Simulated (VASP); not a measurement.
A run of VASP 6.6.1 is set up as follows.

INCAR

```
SYSTEM = ZnO
PREC = Accurate ; ENCUT = 520
EDIFF = 1E-6 ; ISMEAR = 0
SIGMA = 0.01 ; LREAL = .FALSE.
LASPH = .TRUE. ; NELM = 80
ALGO = Normal ; ISIF = 2
LWAVE = .FALSE. ; LCHARG = .FALSE.
GGA = PS ; NBANDS = 26
```

File KPOINTS:

```
regular mesh
0
G
  15 15 8
  0 0 0
```

File POSCAR:

```
ZnO
1.0
    3.2308811898      0.0000000000      0.0000000000
   -1.6154405949      2.7980251869      0.0000000000
    0.0000000000      0.0000000000      5.2157897621
Zn O
2 2
Direct
    0.3333333333      0.6666666667      0.0015360846
    0.6666666667      0.3333333333      0.5015360846
    0.3333333333      0.6666666667      0.3804639154
    0.6666666667      0.3333333333      0.8804639154
```

Potentials or basis: VASP PAW PBE potentials, release 64 (Zn, O).

The run is started by

```console
$ cat potpaw_PBE.64/Zn/POTCAR potpaw_PBE.64/O/POTCAR > POTCAR
$ mpirun -np 1 vasp_std > vasp.out
```

(1) Estimate the pressure.

(2) Estimate the band gap on the k mesh.

Results:

(1) 0.6 GPa.

(2) 0.69 eV.

Caveat: the PAW data sets were made with another functional, which shifts forces and pressure a little; an odd mesh through Γ misses points on the zone boundary, where band edges can lie.
